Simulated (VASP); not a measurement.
The system is CO2.

```xyz
12
Lattice="5.6200 0.0000 0.0000 0.0000 5.6200 0.0000 0.0000 0.0000 5.6200" Properties=species:S:1:pos:R:3 pbc="T T T"
C     0.0000    0.0000    0.0000
C     2.8100    0.0000    2.8100
C     2.8100    2.8100    0.0000
C     0.0000    2.8100    2.8100
O     0.9385    0.9385    0.9385
O     1.8715    4.6815    3.7485
O     3.7485    1.8715    4.6815
O     4.6815    3.7485    1.8715
O     4.6815    4.6815    4.6815
O     3.7485    0.9385    1.8715
O     1.8715    3.7485    0.9385
O     0.9385    1.8715    3.7485
```

| Property | Result |
| --- | --- |
| Program | VASP 6.6.1 |
| Task | relaxation of the atoms |
| Functional | PBE |
| Potentials or basis | VASP PAW PBE potentials, release 64 (C, O) |
| Cutoff | 520 eV |
| k mesh | 5 × 5 × 5 |
| Occupations | fermi-dirac, width 0.01 eV |
| Spin | no spin polarisation |

At the start: pressure -37.7 GPa; volume 14.79 Å³/atom.

Problem. Where does the relaxation end?

Solution. Over 4 steps the energy falls by 2685.8 meV/atom; space group Pa-3 (No. 205, to 0.05 Å).

Step by step:
```csv
step,energy change (eV),largest force (eV/Å),pressure (GPa)
1,0.0000,9.8848,-37.65
2,-31.9391,2.9116,8.96
3,-32.1963,0.9064,-1.44
4,-32.2295,0.0197,1.03
```

Final structure:
```
C O
1.0
     5.62000    0.00000    0.00000
     0.00000    5.62000    0.00000
     0.00000    0.00000    5.62000
C O
4 8
Cartesian
  5.6200 5.6200 5.6200
  2.8100 5.6200 2.8100
  2.8100 2.8100 5.6200
  5.6200 2.8100 2.8100
  0.6782 0.6782 0.6782
  2.1318 4.9418 3.4882
  3.4882 2.1318 4.9418
  4.9418 3.4882 2.1318
  4.9418 4.9418 4.9418
  3.4882 0.6782 2.1318
  2.1318 3.4882 0.6782
  0.6782 2.1318 3.4882
```
